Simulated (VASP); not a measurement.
A run of VASP 6.6.1 is set up as follows.

File INCAR:

```
ALGO     = Normal         # electronic algorithm
EDIFF    = 1E-6           # SCF threshold, eV
EDIFFG   = -0.03          # ionic threshold
ENCUT    = 520            # plane-wave cutoff, eV
GGA      = PS             # functional
IBRION   = 2              # ionic algorithm
ISIF     = 2              # what is computed and relaxed
ISMEAR   = -1             # smearing method
ISPIN    = 2              # spin polarisation
LASPH    = T              # aspherical terms in the spheres
LCHARG   = F              # write CHGCAR
LORBIT   = 11             # projections on sites
LREAL    = F              # projectors in reciprocal space
LWAVE    = F              # write WAVECAR
MAGMOM   = 1 1            # initial moments
NELM     = 150            # most SCF steps
NSW      = 60             # ionic steps
PREC     = Accurate       # precision mode
SIGMA    = 0.05           # smearing width, eV
```

File KPOINTS:

```
k-points
0
Gamma
  1 1 1
```

POSCAR

```
O
1.0
    9.0000000000      0.0000000000      0.0000000000
    0.0000000000      9.5000000000      0.0000000000
    0.0000000000      0.0000000000     10.0000000000
O
2
Direct
    0.5000000000      0.5000000000      0.4385000000
    0.5000000000      0.5000000000      0.5615000000
```

Potentials or basis: VASP PAW PBE potentials, release 64 (O).

Run with:

```sh
$ cat potpaw_PBE.64/O/POTCAR > POTCAR
$ mpirun -np 1 vasp_gam > vasp.out
```

Question: Predict the energy gained by relaxing.

Answer: 0.1 meV/atom.

Question: Estimate the gap between the frontier levels.

Answer: 2.26 eV.

Question: Estimate the site moments.

Answer: O +0.81 μB.

Final structure:
```xyz
2
Lattice="9.0000 0.0000 0.0000 0.0000 9.5000 0.0000 0.0000 0.0000 10.0000" Properties=species:S:1:pos:R:3 pbc="T T T"
O     4.5000    4.7500    4.3864
O     4.5000    4.7500    5.6136
```

Caveat: the standard files for N, O and F lose accuracy on very short bonds.
